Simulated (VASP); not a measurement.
# GdS3H3 (Gd(SH)3) in VASP: single point with PBE+U

Aim: the single point of GdS3H3 (Gd(SH)3) with PBE+U.

Program: VASP 6.6.1. These are calculated values, not measurements. Logs are shortened: lines on timing, memory, paths and dates and some standing lists are left out, and cuts for length are marked.

### 1 The cell of the first run

The cell holds a molecule in a box, 7 atoms: a = 14.090 Å, b = 14.360 Å, c = 9.240 Å, α = 90.00°, β = 90.00°, γ = 90.00°.

### 2 Single point, PBE+U, collinear spin, ferromagnetic start

Contents of INCAR:

```
SYSTEM = GdH3S3
PREC = Accurate
ENCUT = 520
EDIFF = 1E-6
ISMEAR = 0
SIGMA = 0.01
LREAL = .FALSE.
LASPH = .TRUE.
NELM = 150
ALGO = Normal
ISIF = 2
LWAVE = .FALSE.
LCHARG = .FALSE.
ISPIN = 2
MAGMOM = 7 0 0 0 0 0 0
LORBIT = 11
LMAXMIX = 6
LDAU = .TRUE.
LDAUTYPE = 2
LDAUL = 3 -1 -1
LDAUU = 5 0 0
LDAUJ = 0 0 0
LDAUPRINT = 1
GGA = PE
NBANDS = 32
```

Contents of KPOINTS:

```
regular mesh
0
G
  1 1 1
  0 0 0
```

Contents of POSCAR:

```
GdH3S3
1.0
   14.0900000000      0.0000000000      0.0000000000
    0.0000000000     14.3600000000      0.0000000000
    0.0000000000      0.0000000000      9.2400000000
Gd S H
1 3 3
Direct
    0.4778608900      0.5178321700      0.4870129900
    0.6601816900      0.4896713100      0.5091331200
    0.4115557100      0.6868384400      0.5091331200
    0.3618452800      0.3769867700      0.5091331200
    0.6802995000      0.5827137900      0.5129761900
    0.3193754400      0.6574115600      0.5129761900
    0.4339077400      0.3133704700      0.5129761900
```

Potentials or basis: VASP PAW PBE potentials, release 64 (Gd, S, H).

Command:

```sh
> cat potpaw_PBE.64/Gd/POTCAR potpaw_PBE.64/S/POTCAR potpaw_PBE.64/H/POTCAR > POTCAR
> mpirun -np 1 vasp_gam > vasp.out
```

OUTCAR:

```text
SYSTEM = GdH3S3
   PREC = Accurate
   ENCUT = 520
   EDIFF = 1E-6
   ISMEAR = 0
   LREAL = .FALSE.
   LASPH = .TRUE.
   NELM = 150
   ISIF = 2
   ISPIN = 2
   LORBIT = 11
   GGA = PE

 ion  position               nearest neighbor table
   1  0.478  0.518  0.487-   2 2.61   4 2.61   3 2.61
   2  0.660  0.490  0.509-   5 1.37   1 2.61
   3  0.412  0.687  0.509-   6 1.37   1 2.61
   4  0.362  0.377  0.509-   7 1.37   1 2.61
   5  0.680  0.583  0.513-   2 1.37
   6  0.319  0.657  0.513-   3 1.37
   7  0.434  0.313  0.513-   4 1.37

  LATTYP: Found a simple orthorhombic cell.
 ALAT       =     9.2400000000
 B/A-ratio  =     1.5248917749
 C/A-ratio  =     1.5541125541

  Lattice vectors:

 A1 = (   0.0000000000,   0.0000000000,   9.2400000000)
 A2 = (  14.0900000000,   0.0000000000,   0.0000000000)
 A3 = (   0.0000000000,  14.3600000000,   0.0000000000)

Analysis of symmetry for initial positions (statically):
=====================================================================
 Subroutine PRICEL returns:
 Original cell was already a primitive cell.

 Routine SETGRP: Setting up the symmetry group for a
 simple orthorhombic supercell.

 Subroutine GETGRP returns: Found  1 space group operations
 (whereof  1 operations were pure point group operations)
 out of a pool of  8 trial point group operations.

The static configuration has the point symmetry C_1 .

Analysis of symmetry for dynamics (positions and initial velocities):
=====================================================================
 Subroutine PRICEL returns:
 Original cell was already a primitive cell.

 Routine SETGRP: Setting up the symmetry group for a
 simple orthorhombic supercell.

 Subroutine GETGRP returns: Found  1 space group operations
 (whereof  1 operations were pure point group operations)
 out of a pool of  8 trial point group operations.

The dynamic configuration has the point symmetry C_1 .

Analysis of structural, dynamic, and magnetic symmetry:
=====================================================================
 Subroutine PRICEL returns:
 Original cell was already a primitive cell.

 Routine SETGRP: Setting up the symmetry group for a
 simple orthorhombic supercell.

 Subroutine GETGRP returns: Found  1 space group operations
 (whereof  1 operations were pure point group operations)
 out of a pool of  8 trial point group operations.

The overall configuration has the point symmetry C_1 .

 Subroutine INISYM returns: Found  1 space group operations
 (whereof  1 operations are pure point group operations),
 and found     1 'primitive' translations

[... 140 lines left out ...]
 -0.0000  0.0041  0.0001 -0.0000  0.0000 -0.0000  0.0000
  0.0000  0.0001  0.0058  0.0000  0.0000  0.0000  0.0000
  0.0005 -0.0000  0.0000  0.0060  0.0000  0.0000 -0.0008
 -0.0000  0.0000  0.0000  0.0000  0.0058 -0.0001  0.0000
  0.0000 -0.0000  0.0000  0.0000 -0.0001  0.0041  0.0000
 -0.0029  0.0000  0.0000 -0.0008  0.0000  0.0000  0.0084

 occupancies and eigenvectors

  o =  0.0027  v =  0.0000  0.0000  0.0000  0.0000  0.0000  0.0000  0.0000  0.8933 -0.0001 -0.0016 -0.0282  0.0011 -0.0000  0.4486      0.0000  0.0000  0.0000  0.0000  0.0000  0.0000  0.0000  0.0000  0.0000  0.0000  0.0000  0.0000  0.0000  0.0000
  o =  0.0041  v =  0.0000  0.0000  0.0000  0.0000  0.0000  0.0000  0.0000 -0.0000 -0.1344  0.0277  0.0015 -0.0368 -0.9899  0.0003      0.0000  0.0000  0.0000  0.0000  0.0000  0.0000  0.0000  0.0000  0.0000  0.0000  0.0000  0.0000  0.0000  0.0000
  o =  0.0041  v =  0.0000  0.0000  0.0000  0.0000  0.0000  0.0000  0.0000  0.0004 -0.9898  0.0365 -0.0081  0.0275  0.1344 -0.0013      0.0000  0.0000  0.0000  0.0000  0.0000  0.0000  0.0000  0.0000  0.0000  0.0000  0.0000  0.0000  0.0000  0.0000
  o =  0.0058  v =  0.0000  0.0000  0.0000  0.0000  0.0000  0.0000  0.0000  0.0004  0.0024  0.5339  0.0122 -0.8442  0.0460  0.0041      0.0000  0.0000  0.0000  0.0000  0.0000  0.0000  0.0000  0.0000  0.0000  0.0000  0.0000  0.0000  0.0000  0.0000
  o =  0.0058  v =  0.0000  0.0000  0.0000  0.0000  0.0000  0.0000  0.0000  0.0103  0.0462  0.8397 -0.1088  0.5293 -0.0026 -0.0257      0.0000  0.0000  0.0000  0.0000  0.0000  0.0000  0.0000  0.0000  0.0000  0.0000  0.0000  0.0000  0.0000  0.0000
  o =  0.0058  v =  0.0000  0.0000  0.0000  0.0000  0.0000  0.0000  0.0000  0.0785  0.0027 -0.0882 -0.9664 -0.0709 -0.0017 -0.2172      0.0000  0.0000  0.0000  0.0000  0.0000  0.0000  0.0000  0.0000  0.0000  0.0000  0.0000  0.0000  0.0000  0.0000
  o =  0.0101  v =  0.0000  0.0000  0.0000  0.0000  0.0000  0.0000  0.0000 -0.4424  0.0006  0.0011 -0.2309  0.0013 -0.0002  0.8666      0.0000  0.0000  0.0000  0.0000  0.0000  0.0000  0.0000  0.0000  0.0000  0.0000  0.0000  0.0000  0.0000  0.0000
  o =  0.9906  v = -0.6826 -0.0004  0.0010  0.0013 -0.0026  0.0002 -0.7308  0.0000  0.0000  0.0000  0.0000  0.0000  0.0000  0.0000      0.0000  0.0000  0.0000  0.0000  0.0000  0.0000  0.0000  0.0000  0.0000  0.0000  0.0000  0.0000  0.0000  0.0000
  o =  0.9911  v =  0.0004 -0.9663  0.0772 -0.0022  0.1383  0.2030 -0.0002  0.0000  0.0000  0.0000  0.0000  0.0000  0.0000  0.0000      0.0000  0.0000  0.0000  0.0000  0.0000  0.0000  0.0000  0.0000  0.0000  0.0000  0.0000  0.0000  0.0000  0.0000
  o =  0.9911  v = -0.0000  0.2029 -0.1399 -0.0002  0.0773  0.9661 -0.0003  0.0000  0.0000  0.0000  0.0000  0.0000  0.0000  0.0000      0.0000  0.0000  0.0000  0.0000  0.0000  0.0000  0.0000  0.0000  0.0000  0.0000  0.0000  0.0000  0.0000  0.0000
  o =  0.9913  v =  0.0851  0.0017 -0.0032 -0.9930 -0.0014 -0.0009 -0.0813  0.0000  0.0000  0.0000  0.0000  0.0000  0.0000  0.0000      0.0000  0.0000  0.0000  0.0000  0.0000  0.0000  0.0000  0.0000  0.0000  0.0000  0.0000  0.0000  0.0000  0.0000
  o =  0.9913  v =  0.0015 -0.1541 -0.8059  0.0033 -0.5703 -0.0387 -0.0004  0.0000  0.0000  0.0000  0.0000  0.0000  0.0000  0.0000      0.0000  0.0000  0.0000  0.0000  0.0000  0.0000  0.0000  0.0000  0.0000  0.0000  0.0000  0.0000  0.0000  0.0000
  o =  0.9913  v =  0.0015 -0.0373  0.5700 -0.0009 -0.8060  0.1548  0.0022  0.0000  0.0000  0.0000  0.0000  0.0000  0.0000  0.0000      0.0000  0.0000  0.0000  0.0000  0.0000  0.0000  0.0000  0.0000  0.0000  0.0000  0.0000  0.0000  0.0000  0.0000
  o =  0.9923  v = -0.7258 -0.0004 -0.0017 -0.1176 -0.0005  0.0001  0.6778  0.0000  0.0000  0.0000  0.0000  0.0000  0.0000  0.0000      0.0000  0.0000  0.0000  0.0000  0.0000  0.0000  0.0000  0.0000  0.0000  0.0000  0.0000  0.0000  0.0000  0.0000

 number of electron      38.9999997 magnetization       6.9999998

 Free energy of the ion-electron system (eV)
  ---------------------------------------------------
  ext. energy  EPLUGINS =         0.00000000
  ---------------------------------------------------
  free energy    TOTEN  =       -36.95641733 eV

  energy without entropy =      -36.95641733  energy(sigma->0) =      -36.95641733

 E-fermi :  -5.6818     XC(G=0):  -1.1785

 val. band max:       -5.8501099362   @ k =   0.0000   0.0000   0.0000
 cond. band min:      -3.0123447842   @ k =   0.0000   0.0000   0.0000
 fundamental gap:      2.8377651521
 Fermi energy:        -5.6817751199

 spin component 1

 k-point     1 :       0.0000    0.0000    0.0000
  band No.  band energies     occupation
      1     -50.2649      1.00000
      2     -27.7712      1.00000
      3     -27.5582      1.00000
      4     -27.5570      1.00000
      5     -17.0060      1.00000
      6     -16.8245      1.00000
[... 23 lines left out ...]
     30       0.0637      0.00000
     31       0.0758      0.00000
 Fermi energy:        -5.6817751199

 spin component 2

 k-point     1 :       0.0000    0.0000    0.0000
  band No.  band energies     occupation
      1     -47.0958      1.00000
      2     -25.5802      1.00000
      3     -25.3519      1.00000
      4     -25.3504      1.00000
      5     -17.0145      1.00000
      6     -16.8082      1.00000
[... 23 lines left out ...]
     30       0.1514      0.00000
     31       0.1657      0.00000
 [bands above 31 left out]

------------------------ aborting loop because EDIFF is reached ----------------------------------------

  FORCE on cell =-STRESS in cart. coord.  units (eV):
  Direction    XX          YY          ZZ          XY          YZ          ZX
  --------------------------------------------------------------------------------------
  -------------------------------------------------------------------------------------
  Total       -1.3909889     -1.4008419     -0.0058081     -0.0180933      0.0007858      0.0009431
  in kB       -1.1920565     -1.2005004     -0.0049775     -0.0155057      0.0006734      0.0008082
  external PRESSURE =      -0.7991781 kB  Pullay stress =       0.0000000 kB

 VOLUME and BASIS-vectors are now :
 -----------------------------------------------------------------------------
  energy-cutoff  :      520.00
  volume of cell :     1869.55
      direct lattice vectors                 reciprocal lattice vectors
    14.090000000  0.000000000  0.000000000     0.070972321  0.000000000  0.000000000
     0.000000000 14.360000000  0.000000000     0.000000000  0.069637883  0.000000000
     0.000000000  0.000000000  9.240000000     0.000000000  0.000000000  0.108225108

 POSITION                                       TOTAL-FORCE (eV/Angst)
 -----------------------------------------------------------------------------------
      6.73306      7.43607      4.50000        -0.008182     -0.011098      0.027987
      9.30196      7.03168      4.70439        -0.087935      0.296561      0.001373
      5.79882      9.86300      4.70439        -0.209580     -0.225594      0.001196
      5.09840      5.41353      4.70439         0.306438     -0.060794      0.000864
      9.58542      8.36777      4.73990        -0.091220     -0.282093     -0.010504
      4.50000      9.44043      4.73990         0.289903      0.063919     -0.010397
      6.11376      4.50000      4.73990        -0.199424      0.219099     -0.010519
 -----------------------------------------------------------------------------------
    total drift:                                0.000385     -0.002568      0.000997

  FREE ENERGIE OF THE ION-ELECTRON SYSTEM (eV)
  ---------------------------------------------------
  free  energy   TOTEN  =       -36.9564173314 eV

  energy  without entropy=      -36.9564173314  energy(sigma->0) =      -36.95641733

 total charge

# of ion       s       p       d       f       tot
--------------------------------------------------
    1        2.038   5.610   0.543   6.971  15.163
    2        1.335   2.424   0.000   0.000   3.758
    3        1.335   2.424   0.000   0.000   3.758
    4        1.335   2.423   0.000   0.000   3.758
    5        0.543   0.035   0.000   0.000   0.579
    6        0.543   0.035   0.000   0.000   0.579
    7        0.543   0.035   0.000   0.000   0.579
--------------------------------------------------
tot          7.672  12.987   0.543   6.971  28.173

 magnetization (x)

# of ion       s       p       d       f       tot
--------------------------------------------------
    1       -0.002  -0.088   0.077   6.896   6.882
    2       -0.002  -0.029   0.000   0.000  -0.031
    3       -0.002  -0.029   0.000   0.000  -0.031
    4       -0.002  -0.029   0.000   0.000  -0.031
    5        0.000  -0.000   0.000   0.000   0.000
    6        0.000  -0.000   0.000   0.000   0.000
    7        0.000  -0.000   0.000   0.000   0.000
--------------------------------------------------
tot         -0.006  -0.176   0.077   6.896   6.791
```

Wall time 11 min (1 thread of AMD EPYC 7R13 (Zen 3), shared host); peak memory 1.9 GiB.

Results:

| Property | Result |
| --- | --- |
| Free energy | -36.9564 eV |
| Largest force | 0.312 eV/Å |
| Gap between the frontier levels | 2.84 eV |
| Net moment | 7.00 μB per cell |
| Site moments | Gd +6.88; S -0.03; H +0.00 μB |
| Valence electrons inside the program's atomic spheres | Gd 15.16; S 3.76; H 0.58 |

Forces in eV/Å, atoms in the order of the input:
```
Gd  -0.008 -0.011  0.028
S   -0.088  0.297  0.001
S   -0.210 -0.226  0.001
S    0.306 -0.061  0.001
H   -0.091 -0.282 -0.011
H    0.290  0.064 -0.010
H   -0.199  0.219 -0.011
```

Eigenvalues of the final occupation matrices:
```tsv
site	spin	trace	eigenvalues
site 1 f	1	6.94	0.99 0.99 0.99 0.99 0.99 0.99 0.99
site 1 f	2	0.04	0.00 0.00 0.00 0.01 0.01 0.01 0.01
```

Caveat: spin-orbit coupling is left out, which moves the levels of the heavy elements. The state reached can hang on the start; a lower one may exist.
